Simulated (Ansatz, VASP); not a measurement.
# Two plane-wave programs on VB4Os

Contents of INCAR:

```
ALGO     = Normal         # electronic algorithm
EDIFF    = 1E-6           # SCF threshold, eV
ENCUT    = 500            # plane-wave cutoff, eV
GGA      = PE             # functional
GGA_COMPAT= F            
ISIF     = 2              # what is computed and relaxed
ISMEAR   = -1             # smearing method
ISPIN    = 2              # spin polarisation
LASPH    = T              # aspherical terms in the spheres
LCHARG   = T              # write CHGCAR
LELF     = T              # ELF
LMAXMIX  = 4              # l up to which the mixer works
LORBIT   = 11             # projections on sites
LREAL    = F              # projectors in reciprocal space
LVHAR    = T            
LWAVE    = F              # write WAVECAR
MAGMOM   = 2 0 0 0 0 0    # initial moments
NBANDS   = 34             # bands
NELM     = 200            # most SCF steps
PREC     = Accurate       # precision mode
SIGMA    = 0.15           # smearing width, eV
```

Contents of KPOINTS:

```
k-points
0
Gamma
  9 9 3
```

POSCAR

```
VB4Os
1.0
    2.8287066102      0.0000000000      0.0000000000
   -1.4143537966      2.4497319406      0.0000000000
    0.0000000000      0.0000000000      7.3273466063
V B Os
1 4 1
Direct
    0.0000000000      0.0000000000      0.0000000000
    0.0000000000      0.0000000000      0.7094840000
    0.3333333333      0.6666666667      0.7969230000
    0.3333333333      0.6666666667      0.2030770000
    0.0000000000      0.0000000000      0.2905160000
    0.3333333333      0.6666666667      0.5000000000
```

Input for Ansatz:

```yaml
crystal:
  lattice:
    - [2.828706610226017, 0.0, 0.0]
    - [-1.414353796636795, 2.449731940554796, 0.0]
    - [0.0, 0.0, 7.3273466063181925]
  atoms:
    - { symbol: V, position: [0.0, 0.0, 0.0], spin: 2.0 }
    - { symbol: B, position: [0.0, 0.0, 0.709484] }
    - { symbol: B, position: [0.3333333333333333, 0.6666666666666666, 0.796923] }
    - { symbol: B, position: [0.3333333333333333, 0.6666666666666666, 0.203077] }
    - { symbol: B, position: [0.0, 0.0, 0.290516] }
    - { symbol: Os, position: [0.3333333333333333, 0.6666666666666666, 0.5] }
basis:
  ecutwfc: 500.0
kpoints:
  mp_grid:
    grid: [9, 9, 3]
hamiltonian:
  xc: pbe
magnetization:
  spin_polarized: true
scf:
  occupations:
    method: fermi_dirac
    width: 0.15
output:
  stress: true
```

Alike in both runs: task single point; functional PBE; k mesh 9 × 9 × 3; occupations fermi-dirac, width 0.15 eV; collinear spin.

```csv
,VASP,Ansatz
version,VASP 6.6.1,Ansatz 0.2.0
potentials or method,"VASP PAW PBE potentials, release 64 (V_sv, B, Os_sv_GW), cutoff 500 eV","plane waves, PAW"
valence electrons in the cell,41,41
```

```tsv
	VASP	Ansatz	Ansatz less VASP
pressure (GPa)	15.1	16.0	+0.90
traceless stress, the component that is largest in VASP (GPa)	4.32	4.14	-0.172
net moment per atom (μB)	0.00	0.00	0.000
```

The functional is the same, so the differences come from potentials, cutoffs and numerics. Ansatz's warnings: seeded moment not kept.

Spin-orbit coupling is off throughout.
